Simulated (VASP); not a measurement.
Set up this calculation in VASP 6.6.1, as the native input.

```
Task                   : relaxation of shape and atoms at fixed volume
Functional             : PBE
Potentials or basis    : VASP PAW PBE potentials, release 64 (Re)
Cutoff                 : 600 eV
k mesh                 : 18 × 18 × 10
Occupations            : gaussian, width 0.1 eV
Spin                   : no spin polarisation
Dipole correction      : no
Further INCAR settings : ALGO = Normal; EDIFF = 1e-06; IBRION = 2; EDIFFG = -0.01; NSW = 50; ISIF = 4
```

The structure of Re lies in POSCAR:

```
Re
1.0
    2.7468559941      0.0000000000      0.0000000000
   -1.3734279970      2.3788470714      0.0000000000
    0.0000000000      0.0000000000      4.4388306435
Re
2
Direct
    0.3333333333      0.6666666667      0.2500000000
    0.6666666667      0.3333333333      0.7500000000
```

This cell differs from its parent crystal: volume scaled by 0.97.

The input as run:

INCAR

```
SYSTEM = Re
PREC = Accurate
ENCUT = 600
EDIFF = 1E-6
ISMEAR = 0
SIGMA = 0.1
LREAL = .FALSE.
LASPH = .TRUE.
NELM = 80
ALGO = Normal
ISIF = 4
LWAVE = .FALSE.
LCHARG = .FALSE.
GGA = PE
IBRION = 2
NSW = 50
EDIFFG = -0.01
```

KPOINTS

```
regular mesh
0
G
  18 18 10
  0 0 0
```

Potentials or basis: VASP PAW PBE potentials, release 64 (Re).

Launch:

```bash
$ cat potpaw_PBE.64/Re/POTCAR > POTCAR
$ mpirun -np 1 vasp_std > vasp.out
```

Results of the run:

| Property | Result |
| --- | --- |
| Pressure after relaxing | 11.7 GPa |
| Band gap on the k mesh | zero (band 7 reaches 9.57 eV, above the bottom of band 8 at 6.32 eV) |

Caveat: the relaxation stopped at its first step, so nothing moved; spin-orbit coupling is left out, which moves the levels of the heavy elements.

It took 110 s on 1 thread of Oxide Virtual Turin-like Processor, on a shared host, peak memory 0.19 GiB.
